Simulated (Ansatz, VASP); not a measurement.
**Ti in VASP and in Ansatz**

```
Ti
1.0
     0.09802   -3.24973   -0.05574
    -3.30525    0.09802   -0.09187
    -0.09187   -0.05574   -3.20039
Ti
2
Direct
  0.50146 0.49721 0.50155
  0.99854 0.00279 0.99845
```

Change from the starting cell: cell sheared at random, sigma 0.06, atoms nudged by 0.01 Å.

Alike in both runs: task single point; functional r2SCAN; k mesh 10 × 10 × 10; occupations gaussian, width 0.15 eV; no spin polarisation.

|  | VASP | Ansatz |
| --- | --- | --- |
| version | VASP 6.6.1 | Ansatz 0.2.0 |
| potentials or method | VASP PAW PBE potentials, release 64 (Ti_sv), cutoff 520 eV | scalar-relativistic, plane waves, PAW |
| valence electrons in the cell | 24 | 24 |

|  | VASP | Ansatz | Ansatz less VASP |
| --- | --- | --- | --- |
| gap on the k mesh at the Fermi level (eV) | none | none | - |
| pressure (GPa) | 0.7 | 0.3 | -0.43 |
| traceless stress, the component that is largest in VASP (GPa) | 1.77 | 1.73 | -0.039 |
| rms of the force components (eV/Å) | 0.057 | 0.056 | -0.0014 |

VASP's potentials were made for PBE, not for r2SCAN. Atom by atom the forces differ by 0.001 eV/Å (rms over components). A gap of «none» marks a metal or a gap that the smearing closes.
